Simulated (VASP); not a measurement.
Here is a VASP 6.6.1 calculation.

The input INCAR:

```
  PREC = Accurate
  ENCUT = 520
  EDIFF = 1E-7
  ISMEAR = -1
  SIGMA = 0.13605693000000002
  LREAL = False
  LASPH = True
  NELM = 60
  ALGO = Normal
  ISIF = 2
  LWAVE = False
  LCHARG = False
  GGA = CA
  NBANDS = 18
```

KPOINTS

```
Automatic mesh
0
Gamma
  12 12 12
```

POSCAR

```
Tm
1.0
   -1.9375716241      1.9375716241      1.9375716241
    1.9375716241     -1.9375716241      1.9375716241
    1.9375716241      1.9375716241     -1.9375716241
Tm
1
Direct
    0.0000000000      0.0000000000      0.0000000000
```

Potentials or basis: VASP PAW PBE potentials, release 64 (Tm).

The run is started by

```bash
$ cat potpaw_PBE.64/Tm/POTCAR > POTCAR
$ mpirun -np 1 vasp_std > vasp.out
```

Task: Estimate the pressure.

Result: -0.4 GPa.

Caveat: the PAW data sets were made with another functional, which shifts forces and pressure a little; spin-orbit coupling is left out, which moves the levels of the heavy elements. Spin polarisation is off, so any magnetic state and its effect on volume and gap are missing.
